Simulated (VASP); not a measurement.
RbBr: single point with PBE

The system is RbBr.

```xyz
2
Lattice="4.1261 0.0000 0.0000 0.0000 4.1261 0.0000 0.0000 0.0000 4.1261" Properties=species:S:1:pos:R:3 pbc="T T T"
Rb    0.0000    0.0000    0.0000
Br    2.0630    2.0630    2.0630
```

```
Program             : VASP 6.6.1
Task                : single point
Functional          : PBE
Potentials or basis : VASP PAW PBE potentials, release 64 (Rb_sv, Br)
Cutoff              : 500 eV
k mesh              : 3 × 3 × 3
Occupations         : gaussian, width 0.1 eV
Spin                : no spin polarisation
```

```yaml
Pressure: 1.0 GPa
Band_gap_on_the_k_mesh: 4.17 eV, indirect (least direct gap 4.22 eV)
```

Levels at points of the mesh, in eV from the valence-band top:
| k point | band 6 | band 7 | band 8 | band 9 | band 10 | band 11 |
| --- | --- | --- | --- | --- | --- | --- |
| (0.00, 0.00, 0.00) | -0.06 | -0.06 | -0.06 | 4.17 | 5.66 | 5.66 |

Run time: 12 s on 1 thread of Intel Xeon 8259CL, on a shared host, peak memory 0.16 GiB.

Caveat: the k points lie up to 0.51 Å⁻¹ apart. A k mesh can miss the band edges.
